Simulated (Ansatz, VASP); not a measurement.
## One calculation of CdGeAs2, two programs

INCAR

```
PREC = Accurate ; ENCUT = 520
EDIFF = 1E-7 ; ISMEAR = -1
SIGMA = 0.02 ; LREAL = False
LASPH = True ; NELM = 100
ALGO = Normal ; ISIF = 2
LWAVE = False ; LCHARG = False
GGA = PE ; NBANDS = 46
```

The input KPOINTS:

```
Automatic mesh
0
Gamma
  6 6 6
```

File POSCAR:

```
CdGeAs2
1.0
   -2.9901045650      2.9901045650      5.6519089798
    2.9901045650     -2.9901045650      5.6519089798
    2.9901045650      2.9901045650     -5.6519089798
Cd Ge As
2 2 4
Direct
    0.2500000000      0.7500000000      0.5000000000
    0.5000000000      0.5000000000      0.0000000000
    0.0000000000      0.0000000000      0.0000000000
    0.7500000000      0.2500000000      0.5000000000
    0.8750000000      0.3463376714      0.9713376714
    0.6536623286      0.6250000000      0.5286623286
    0.3750000000      0.9036623286      0.0286623286
    0.0963376714      0.1250000000      0.4713376714
```

Input for Ansatz:

```yaml
crystal:
  lattice:
    - [-2.990104565, 2.990104565, 5.6519089798]
    - [2.990104565, -2.990104565, 5.6519089798]
    - [2.990104565, 2.990104565, -5.6519089798]
  atoms:
    - { symbol: Cd, position: [0.25, 0.75, 0.5] }
    - { symbol: Cd, position: [0.5, 0.5, 0.0] }
    - { symbol: Ge, position: [0.0, 0.0, 0.0] }
    - { symbol: Ge, position: [0.75, 0.25, 0.5] }
    - { symbol: As, position: [0.875, 0.3463376714, 0.9713376714] }
    - { symbol: As, position: [0.6536623286, 0.625, 0.5286623286] }
    - { symbol: As, position: [0.375, 0.9036623286, 0.0286623286] }
    - { symbol: As, position: [0.0963376714, 0.125, 0.4713376714] }
kpoints:
  mp_grid: { grid: [6, 6, 6] }
  band_path:
    path:
      - [[0.0, 0.0, 0.0], [-8.711187887397e-19, 8.711187887397e-19, 0.5], [0.25, 0.25, 0.25], [1.311993120066e-17, 0.5, -1.311993120066e-17], [0.0, 0.0, 0.0], [0.5, 0.5, -0.5], [0.3199717027117, 0.6800282972883, -0.3199717027117]]
      - [[-0.3199717027117, 0.3199717027117, 0.3199717027117], [0.0, 0.0, 0.0]]
      - [[-8.711187887397e-19, 8.711187887397e-19, 0.5], [-0.1399434054234, 0.1399434054234, 0.5]]
      - [[0.5, 0.5, -0.1399434054234], [0.5, 0.5, -0.5]]
    npoints: 10
hamiltonian:
  xc: pbe
scf:
  occupations: { method: fermi_dirac, width: 0.02 }
  n_extra_bands: 6
output:
  forces: true
  stress: true
  eigenvalues: true
```

Alike in both runs: task single point; functional PBE; k mesh 6 × 6 × 6; occupations fermi-dirac, width 0.02 eV; no spin polarisation.

```csv
,VASP,Ansatz
version,VASP 6.6.1,Ansatz 0.2.0
potentials or method,"VASP PAW PBE potentials, release 64 (Cd, Ge_d, As)","plane waves, PAW"
plane-wave cutoff (eV),520,420
valence electrons in the cell,72,128
```

VASP gave:

* pressure (GPa): 2.5
* rms of the force components (eV/Å): 0.051

Q: Estimate Ansatz's values.

A: Pressure (GPa): 2.3; rms of the force components (eV/Å): 0.055.

Atom by atom the forces differ by 0.004 eV/Å (rms over components). With one functional, cell and mesh, what is left measures potentials, basis and numerics. VASP's potentials hold 72 valence electrons a cell and Ansatz's 128, so a difference there can come from the potentials and not from the codes.
